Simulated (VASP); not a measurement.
# Al3CrN4 (P4/mmm) in VASP: single point with PBE

Aim: the single point of Al3CrN4 with PBE.

All numbers are computed with VASP 6.6.1; they aren't measurements. Logs are shortened: lines on timing, memory, paths and dates and some standing lists are left out, and cuts for length are marked.

## 1. The cell of the first run

It takes space group P4/mmm (No. 123, tetragonal). Conventional cell: a = 2.902 Å, b = 2.902 Å, c = 8.196 Å, α = 90.00°, β = 90.00°, γ = 90.00°. Within 2.7 Å of Al (site symmetry 4mm) lie 6 N at 2.04 to 2.06 Å. Within 2.7 Å of Al (site symmetry 4/mmm) lie 6 N at 2.02 to 2.05 Å. Within 2.7 Å of Cr (site symmetry 4/mmm) lie 6 N at 2.05 to 2.08 Å. N (site symmetry 4mm) has 5 Al at 2.02 to 2.05 Å and 1 Cr at 2.08 Å within 2.7 Å. Within 2.7 Å of N (site symmetry 4/mmm) lie 6 Al at 2.04 to 2.05 Å. N (site symmetry 4/mmm) has 4 Cr at 2.05 Å and 2 Al at 2.06 Å within 2.7 Å.

## 2. Single point, PBE, collinear spin, ferromagnetic start

The input, INCAR:

```
PREC = Accurate
ENCUT = 520
EDIFF = 1E-6
ISMEAR = 0
SIGMA = 0.1
LREAL = False
LASPH = True
NELM = 150
ALGO = Normal
ISIF = 2
LWAVE = False
LCHARG = False
ISPIN = 2
MAGMOM = 0 0 0 2.56 0 0 0 0
LORBIT = 11
LMAXMIX = 4
GGA = PE
NBANDS = 34
```

The input, KPOINTS:

```
Automatic mesh
0
Gamma
  14 14 6
```

The input, POSCAR:

```
Al3CrN4
1.0
    2.9019868162      0.0000000000      0.0000000000
    0.0000000000      2.9019868162      0.0000000000
    0.0000000000      0.0000000000      8.1962437820
Al Cr N
3 1 4
Direct
    0.5000000000      0.5000000000      0.2510239862
    0.0000000000      0.0000000000      0.5000000000
    0.5000000000      0.5000000000      0.7489760138
    0.0000000000      0.0000000000      0.0000000000
    0.0000000000      0.0000000000      0.2537447361
    0.5000000000      0.5000000000      0.5000000000
    0.0000000000      0.0000000000      0.7462552639
    0.5000000000      0.5000000000      0.0000000000
```

Potentials or basis: VASP PAW PBE potentials, release 64 (Al, Cr_pv, N).

Started as:

```console
$ cat potpaw_PBE.64/Al/POTCAR potpaw_PBE.64/Cr_pv/POTCAR potpaw_PBE.64/N/POTCAR > POTCAR
$ mpirun -np 1 vasp_std > vasp.out
```

OUTCAR:

```text
PREC = Accurate
   ENCUT = 520
   EDIFF = 1E-6
   ISMEAR = 0
   LREAL = False
   LASPH = True
   NELM = 150
   ISIF = 2
   ISPIN = 2
   LORBIT = 11
   GGA = PE

 ion  position               nearest neighbor table
   1  0.500  0.500  0.251-   6 2.04   5 2.05   5 2.05   5 2.05   5 2.05   8 2.06   2 2.89   2 2.89
                             2 2.89   2 2.89   4 2.91   4 2.91   4 2.91   4 2.91
   2  0.000  0.000  0.500-   5 2.02   7 2.02   6 2.05   6 2.05   6 2.05   6 2.05   3 2.89   3 2.89
                             1 2.89   3 2.89   1 2.89   1 2.89   3 2.89   1 2.89
   3  0.500  0.500  0.749-   6 2.04   7 2.05   7 2.05   7 2.05   7 2.05   8 2.06   2 2.89   2 2.89
                             2 2.89   2 2.89   4 2.91   4 2.91   4 2.91   4 2.91
   4  0.000  0.000  0.000-   8 2.05   8 2.05   8 2.05   8 2.05   5 2.08   7 2.08   3 2.91   3 2.91
                             1 2.91   3 2.91   1 2.91   1 2.91   3 2.91   1 2.91
   5  0.000  0.000  0.254-   2 2.02   1 2.05   1 2.05   1 2.05   1 2.05   4 2.08
   6  0.500  0.500  0.500-   1 2.04   3 2.04   2 2.05   2 2.05   2 2.05   2 2.05
   7  0.000  0.000  0.746-   2 2.02   3 2.05   3 2.05   3 2.05   3 2.05   4 2.08
   8  0.500  0.500  0.000-   4 2.05   4 2.05   4 2.05   4 2.05   1 2.06   3 2.06

  LATTYP: Found a simple tetragonal cell.
 ALAT       =     2.9019868162
 C/A-ratio  =     2.8243559675

  Lattice vectors:

 A1 = (   2.9019868162,   0.0000000000,   0.0000000000)
 A2 = (   0.0000000000,   2.9019868162,   0.0000000000)
 A3 = (   0.0000000000,   0.0000000000,   8.1962437820)

Analysis of symmetry for initial positions (statically):
=====================================================================
 Subroutine PRICEL returns:
 Original cell was already a primitive cell.

 Routine SETGRP: Setting up the symmetry group for a
 simple tetragonal supercell.

 Subroutine GETGRP returns: Found 16 space group operations
 (whereof 16 operations were pure point group operations)
 out of a pool of 16 trial point group operations.

The static configuration has the point symmetry D_4h.

Analysis of symmetry for dynamics (positions and initial velocities):
=====================================================================
 Subroutine PRICEL returns:
 Original cell was already a primitive cell.

 Routine SETGRP: Setting up the symmetry group for a
 simple tetragonal supercell.

 Subroutine GETGRP returns: Found 16 space group operations
 (whereof 16 operations were pure point group operations)
 out of a pool of 16 trial point group operations.

The dynamic configuration has the point symmetry D_4h.

Analysis of structural, dynamic, and magnetic symmetry:
=====================================================================
 Subroutine PRICEL returns:
 Original cell was already a primitive cell.

 Routine SETGRP: Setting up the symmetry group for a
 simple tetragonal supercell.

 Subroutine GETGRP returns: Found 16 space group operations
 (whereof 16 operations were pure point group operations)
 out of a pool of 16 trial point group operations.

The overall configuration has the point symmetry D_4h.

 Subroutine INISYM returns: Found 16 space group operations
 (whereof 16 operations are pure point group operations),
 and found     1 'primitive' translations

----------------------------------------------------------------------------------------

                                     Primitive cell

  volume of cell :      69.0249

  direct lattice vectors                    reciprocal lattice vectors
     2.901986816  0.000000000  0.000000000     0.344591503  0.000000000  0.000000000
     0.000000000  2.901986816  0.000000000     0.000000000  0.344591503  0.000000000
     0.000000000  0.000000000  8.196243782     0.000000000  0.000000000  0.122007108

  length of vectors
     2.901986816  2.901986816  8.196243782     0.344591503  0.344591503  0.122007108

  position of ions in fractional coordinates (direct lattice)
     0.500000000  0.500000000  0.251023986
     0.000000000  0.000000000  0.500000000
     0.500000000  0.500000000  0.748976014
     0.000000000  0.000000000  0.000000000
     0.000000000  0.000000000  0.253744736
     0.500000000  0.500000000  0.500000000
     0.000000000  0.000000000  0.746255264
     0.500000000  0.500000000  0.000000000

  ion indices of the primitive-cell ions
   primitive index   ion index
                 1           1
                 2           2
                 3           3
                 4           4
[... 68 lines left out ...]
   ISTART =      0    job   : 0-new  1-cont  2-samecut
   ICHARG =      2    charge: 1-file 2-atom 10-const
   ISPIN  =      2    spin polarized calculation?
   LNONCOLLINEAR =      F non collinear calculations
   LSORBIT =      F    spin-orbit coupling
   LASPH  =      T    aspherical Exc in radial PAW
   ENCUT  =  520.0 eV  38.22 Ry    6.18 a.u.   5.40  5.40 15.24*2*pi/ulx,y,z
   NELM   =    150;   NELMIN=  2; NELMDL= -5     # of ELM steps
   EDIFF  = 0.1E-05   stopping-criterion for ELM
   LREAL  =      F    real-space projection
   EDIFFG = 0.1E-04   stopping-criterion for IOM
   NSW    =      0    number of steps for IOM
   IBRION =     -1    ionic relax: 0-MD 1-quasi-New 2-CG
   NFREE  =      0    steps in history (QN), initial steepest desc. (CG)
   ISIF   =      2    stress and relaxation
   ISYM   =      2    0-nonsym 1-usesym 2-fastsym
   POTIM  = 0.5000    time-step for ionic-motion
   TEBEG  =    0.0;   TEEND  =   0.0 temperature during run
   PSTRESS=    0.0 pullay stress
   NELECT =      41.0000    total number of electrons
   NUPDOWN=      -1.0000    fix difference up-down
   EMIN   =  10.00;   EMAX   =-10.00  energy-range for DOS
   EFERMI =   0.00;   METHOD = LEGACY
   ISMEAR =     0;   SIGMA  =   0.10  broadening in eV -4-tet -1-fermi 0-gaus
   EFERMI_NEDOS =   21; number of points for ismear=-14 and -15
   IALGO  =     38    algorithm
   IMIX   =      4    mixing-type and parameters
     AMIX     =   0.40;   BMIX     =  1.00
     AMIX_MAG =   1.60;   BMIX_MAG =  1.00
  volume/ion in A,a.u.               =       8.63        58.23
  Fermi-wavevector in a.u.,A,eV,Ry     =   1.376156  2.600557 25.766770  1.893804
  Thomas-Fermi vector in A             =   2.501426
   LORBIT       =     11    0 simple, 1 ext, 2 COOP (PROOUT), +10 PAW based schemes
   GGA     = PE    functional components
   LHFCALC =     F    Hartree Fock is set to
   AEXX    =    0.0000 exact exchange contribution
   IVDW    =     0    specifies the selected vdW correction
   LEPSILON=     F    determine dielectric tensor
   LRPA    =     F    only Hartree local field effects (RPA)
 spin polarized calculation
 Gauss-broadening in eV      SIGMA  =   0.10
  energy-cutoff  :      520.00
  volume of cell :       69.02
 maximum number of plane-waves:      1890
 NGX is ok and might be reduce to    24
   NGX = 11   NGY = 11   NGZ = 31

 number of electron      40.9999986 magnetization       2.8904803

 Free energy of the ion-electron system (eV)
  ---------------------------------------------------
  ext. energy  EPLUGINS =         0.00000000
  ---------------------------------------------------
  free energy    TOTEN  =       -62.09957173 eV

  energy without entropy =      -62.09280523  energy(sigma->0) =      -62.09618848

 E-fermi :  10.6732     XC(G=0): -12.4387

 val. band max:       10.6726340946   @ k =   0.3571   0.3571   0.1667
 cond. band min:      10.6753412689   @ k =   0.3571   0.3571   0.0000
 fundamental gap:      0.0027071743
 Fermi energy:        10.6731963708

 spin component 1

 k-point     1 :       0.0000    0.0000    0.0000
  band No.  band energies     occupation
      1     -33.7660      1.00000
      2     -33.6485      1.00000
      3     -33.6484      1.00000
      4      -7.6088      1.00000
      5      -6.1143      1.00000
      6      -5.9243      1.00000
[... 829 lines left out ...]
     31      18.9687      0.00000
     32      19.8745      0.00000

 [... further k-points ...]

 spin component 2

 k-point     1 :       0.0000    0.0000    0.0000
  band No.  band energies     occupation
      1     -30.9752      1.00000
      2     -30.9752      1.00000
      3     -30.9691      1.00000
      4      -7.5550      1.00000
      5      -6.0646      1.00000
      6      -5.7997      1.00000
[... 829 lines left out ...]
     31      19.9711      0.00000
     32      20.0082      0.00000

 [... further k-points ...]

 [bands above 32 left out]

------------------------ aborting loop because EDIFF is reached ----------------------------------------

  FORCE on cell =-STRESS in cart. coord.  units (eV):
  Direction    XX          YY          ZZ          XY          YZ          ZX
  --------------------------------------------------------------------------------------
  -------------------------------------------------------------------------------------
  Total       -0.0269322     -0.0269322     -0.0127414      0.0000000      0.0000000      0.0000000
  in kB       -0.6251388     -0.6251388     -0.2957484      0.0000000      0.0000000      0.0000000
  external PRESSURE =      -0.5153420 kB  Pullay stress =       0.0000000 kB

 VOLUME and BASIS-vectors are now :
 -----------------------------------------------------------------------------
  energy-cutoff  :      520.00
  volume of cell :       69.02
      direct lattice vectors                 reciprocal lattice vectors
     2.901986816  0.000000000  0.000000000     0.344591503  0.000000000  0.000000000
     0.000000000  2.901986816  0.000000000     0.000000000  0.344591503  0.000000000
     0.000000000  0.000000000  8.196243782     0.000000000  0.000000000  0.122007108

 POSITION                                       TOTAL-FORCE (eV/Angst)
 -----------------------------------------------------------------------------------
      1.45099      1.45099      2.05745         0.000000      0.000000     -0.003023
      0.00000      0.00000      4.09812        -0.000000      0.000000      0.000000
      1.45099      1.45099      6.13879        -0.000000     -0.000000      0.003023
      0.00000      0.00000      0.00000        -0.000000      0.000000      0.000000
      0.00000      0.00000      2.07975        -0.000000      0.000000      0.021577
      1.45099      1.45099      4.09812        -0.000000      0.000000      0.000000
      0.00000      0.00000      6.11649        -0.000000      0.000000     -0.021577
      1.45099      1.45099      0.00000        -0.000000      0.000000      0.000000
 -----------------------------------------------------------------------------------
    total drift:                                0.000000     -0.000000      0.000000

  FREE ENERGIE OF THE ION-ELECTRON SYSTEM (eV)
  ---------------------------------------------------
  free  energy   TOTEN  =       -62.0995717279 eV

  energy  without entropy=      -62.0928052323  energy(sigma->0) =      -62.09618848

 total charge

# of ion       s       p       d       tot
------------------------------------------
    1        0.314   0.379   0.000   0.693
    2        0.315   0.389   0.000   0.704
    3        0.314   0.379   0.000   0.693
    4        0.304   6.373   4.200  10.877
    5        1.222   2.604   0.000   3.826
    6        1.219   2.620   0.000   3.839
    7        1.222   2.604   0.000   3.826
    8        1.231   2.555   0.000   3.785
--------------------------------------------------
tot          6.140  17.903   4.200  28.242

 magnetization (x)

# of ion       s       p       d       tot
------------------------------------------
    1        0.007   0.002   0.000   0.008
    2       -0.000  -0.002   0.000  -0.003
    3        0.007   0.002   0.000   0.008
    4        0.021   0.021   2.604   2.646
    5       -0.000   0.011   0.000   0.011
    6        0.001   0.005   0.000   0.006
    7       -0.000   0.011   0.000   0.011
    8       -0.003   0.025   0.000   0.022
--------------------------------------------------
tot          0.031   0.074   2.604   2.709
```

Wall time 4.5 min (1 thread of Intel Xeon 6975P-C (Granite Rapids), shared host); peak memory 0.57 GiB.

Results:

```
Free energy                                           : -62.0996 eV
Pressure                                              : -0.1 GPa
Largest force                                         : 0.022 eV/Å
Net moment                                            : 2.89 μB per cell
Site moments                                          : Al +0.01, -0.00 (each value once); Cr +2.65; N +0.01, +0.02 (each value once) μB
Valence electrons inside the program's atomic spheres : Al 0.69, 0.70 (each value once); Cr 10.88; N 3.83, 3.84, 3.79 (each value once)
```

Forces on the atoms (eV/Å):
```
Al   0.000  0.000 -0.003
Al   0.000  0.000  0.000
Al   0.000  0.000  0.003
Cr   0.000  0.000  0.000
N    0.000  0.000  0.022
N    0.000  0.000  0.000
N    0.000  0.000 -0.022
N    0.000  0.000  0.000
```

Caveat: a cell with one magnetic atom can't hold antiferromagnetic order, which such compounds often take. With open d or f shells a metallic result of PBE can be an artefact of self-interaction; +U or a hybrid may open a gap.
